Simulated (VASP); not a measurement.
A run of VASP 6.6.1 is set up as follows.

Contents of POSCAR:

```
AlZn2Ga3O8
1.0
    8.2784420000      0.0000000000      0.0000000000
    0.0000000000      8.2784420000      0.0000000000
    0.0000000000      0.0000000000      8.2784420000
Zn Al O Ga
8 4 32 12
Direct
    0.8751120000      0.3729830000      0.3730050000
    0.3752160000      0.8770540000      0.3730540000
    0.3752750000      0.3732470000      0.8771450000
    0.1255670000      0.1213860000      0.1253280000
    0.8754020000      0.8770610000      0.8770490000
    0.6256070000      0.6292510000      0.1252650000
    0.6256750000      0.1213990000      0.6252000000
    0.1256800000      0.6294460000      0.6253830000
    0.5005820000      0.9975700000      0.0029460000
    0.7502970000      0.0000850000      0.2500930000
    0.2522960000      0.7521120000      0.0013520000
    0.9986050000      0.0011820000      0.4982510000
    0.5174210000      0.0074060000      0.2352980000
    0.7401690000      0.2312900000      0.2394230000
    0.5094440000      0.2297260000      0.0102060000
    0.7344520000      0.0065600000      0.0171840000
    0.0115680000      0.5135600000      0.2384820000
    0.2410080000      0.7418200000      0.2323720000
    0.0197610000      0.7431090000      0.0095580000
    0.2424720000      0.5191130000      0.0093660000
    0.0086730000      0.0091550000      0.7315910000
    0.2384250000      0.2373700000      0.7389020000
    0.0093370000      0.2323310000      0.5086410000
    0.2319810000      0.0085250000      0.5093280000
    0.2616270000      0.2613410000      0.2598170000
    0.4909750000      0.4880070000      0.2606170000
    0.4883480000      0.2592590000      0.4890600000
    0.2605860000      0.4897840000      0.4885020000
    0.5114090000      0.5111060000      0.7399470000
    0.7392600000      0.7399520000      0.7396410000
    0.5108370000      0.7409400000      0.5126630000
    0.7402480000      0.5125860000      0.5099520000
    0.7615210000      0.7691060000      0.2597630000
    0.9833380000      0.9932610000      0.2653360000
    0.9911790000      0.7697550000      0.4893630000
    0.7655040000      0.9926060000      0.4832320000
    0.7606850000      0.2603080000      0.7617600000
    0.9895890000      0.4888750000      0.7598860000
    0.9900380000      0.2602620000      0.9883310000
    0.7617510000      0.4889270000      0.9902000000
    0.2606960000      0.7607470000      0.7694690000
    0.4905840000      0.9900830000      0.7696450000
    0.4844800000      0.7663080000      0.9931340000
    0.2668130000      0.9840580000      0.9932270000
    0.7499460000      0.2473560000      0.0005640000
    0.0021970000      0.5017980000      0.9989390000
    0.5004190000      0.5001530000      0.5002380000
    0.2487540000      0.2487640000      0.4989200000
    0.2516030000      0.5018350000      0.2487310000
    0.5008020000      0.2473050000      0.2497150000
    0.7508670000      0.7529310000      0.4996930000
    0.2494070000      0.9988340000      0.7514150000
    0.7504670000      0.5002660000      0.7502150000
    0.0014770000      0.7540790000      0.2490150000
    0.9991820000      0.2486110000      0.7484930000
    0.5002090000      0.7507190000      0.7531220000
```

The input INCAR.step1:

```
SYSTEM = AlZn2Ga3O8
PREC = Accurate
ENCUT = 520
EDIFF = 1E-5
ISMEAR = -1
SIGMA = 0.05
LREAL = Auto
LASPH = .TRUE.
NELM = 120
ALGO = Normal
ISIF = 2
LWAVE = .TRUE.
LCHARG = .FALSE.
NBANDS = 262
GGA = PE
ISYM = -1
GGA_COMPAT = .FALSE.
KPAR = 1
```

The input INCAR.step2:

```
SYSTEM = AlZn2Ga3O8
PREC = Accurate
ENCUT = 520
EDIFF = 1E-6
ISMEAR = -1
SIGMA = 0.05
LREAL = Auto
LASPH = .TRUE.
NELM = 120
ALGO = Normal
ISIF = 2
LWAVE = .FALSE.
LCHARG = .FALSE.
GGA = PE
LHFCALC = .TRUE.
HFSCREEN = 0.2079
PRECFOCK = Fast
NBANDS = 262
ISTART = 1
ISYM = -1
GGA_COMPAT = .FALSE.
KPAR = 1
```

KPOINTS

```
explicit points
1
Reciprocal
  0.25000000   0.25000000   0.25000000 1
```

Potentials or basis: VASP PAW PBE potentials, release 64 (Zn, Al, O, Ga_d).

Launch:

```sh
$ cat potpaw_PBE.64/Zn/POTCAR potpaw_PBE.64/Al/POTCAR potpaw_PBE.64/O/POTCAR potpaw_PBE.64/Ga_d/POTCAR > POTCAR
$ cp INCAR.step1 INCAR
$ mpirun -np 4 vasp_std > vasp.out
$ cp INCAR.step2 INCAR
$ mpirun -np 4 vasp_std > vasp.out
```

(1) Predict the largest force.

(2) Estimate the pressure.

(3) Estimate the band gap on the k mesh.

Answers

(1) 0.277 eV/Å.

(2) 0.0 GPa.

(3) 5.83 eV.

Caveat: the PAW data sets were made with another functional, which shifts forces and pressure a little; a shifted mesh leaves out Γ, where band edges can lie.
